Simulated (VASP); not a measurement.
Input of a VASP 6.6.1 run:

The input INCAR:

```
ALGO = Fast ; EDIFF = 1E-7
EDIFFG = -0.04 ; ENCUT = 600
GGA = PE ; IBRION = 2
ISIF = 3 ; ISMEAR = 0
LASPH = T ; LCHARG = F
LREAL = F ; LWAVE = F
NELM = 100 ; NSW = 90
PREC = Accurate ; SIGMA = 0.1
```

KPOINTS

```
k-points
0
Gamma
  4 4 4
```

Contents of POSCAR:

```
Na
1.0
    5.6298132296      0.0000000000      0.0000000000
    0.0000000000      4.3724297705      0.0000000000
   -2.0825289906      0.0000000000      7.4433559518
Na
4
Direct
    0.1250000000      0.0000000000      0.9619700000
    0.8750000000      0.5000000000      0.0380300000
    0.4943700000      0.0449500000      0.7500000000
    0.5056300000      0.5449500000      0.2500000000
```

Potentials or basis: VASP PAW PBE potentials, release 64 (Na_pv).

Run with:

```bash
$ cat potpaw_PBE.64/Na_pv/POTCAR > POTCAR
$ mpirun -np 1 vasp_std > vasp.out
```

What does it give for the space group after relaxing (to 0.1 Å)?

C2/m (No. 12).

What does it give for the relaxed volume?

36.58 Å³/atom.

Estimate the band gap on the k mesh.

zero (bands 14 and 15 overlap by 2.15 eV).

Predict the relaxed cell.

a = 8.236 Å, b = 3.907 Å, c = 6.064 Å, α = 90.00°, β = 131.42°, γ = 90.00°.

Final structure:
```yaml
crystal:
  lattice:
    - [8.23533, 0.00000, -0.12876]
    - [0.00000, 3.90692, 0.00000]
    - [-3.94068, 0.00000, 4.60917]
  atoms:
    - { symbol: Na, position: [0.06744, 0.02096, 0.82002] }
    - { symbol: Na, position: [0.93256, 0.52096, 0.17998] }
    - { symbol: Na, position: [0.43022, 0.02399, 0.68204] }
    - { symbol: Na, position: [0.56978, 0.52399, 0.31796] }
```

Caveat: the volume moved by over 15 % at a fixed basis, so the end points are rough.
